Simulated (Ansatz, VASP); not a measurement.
# AlRu: VASP beside Ansatz

```
Al Ru
1.0
     3.00373    0.00000    0.00000
     0.00000    3.00373    0.00000
     0.00000    0.00000    3.00373
Al Ru
1 1
Direct
  0.00000 0.00000 0.00000
  0.50000 0.50000 0.50000
```

Alike in both runs: task single point; functional PBEsol; k mesh 18 × 18 × 18; occupations gaussian, width 0.1 eV; no spin polarisation.

|  | VASP | Ansatz |
| --- | --- | --- |
| version | VASP 6.6.1 | Ansatz 0.2.0 |
| potentials or method | VASP PAW PBE potentials, release 64 (Al, Ru_pv), cutoff 520 eV | scalar-relativistic, plane waves, PAW |
| valence electrons in the cell | 17 | 19 |

|  | VASP | Ansatz | Ansatz less VASP |
| --- | --- | --- | --- |
| gap on the k mesh at the Fermi level (eV) | none | none | - |
| pressure (GPa) | -5.7 | -5.8 | -0.05 |

VASP's potentials were made for PBE, not for PBEsol. A gap of «none» marks a metal or a gap that the smearing closes. VASP's potentials hold 17 valence electrons a cell and Ansatz's 19, so a difference there can come from the potentials and not from the codes.
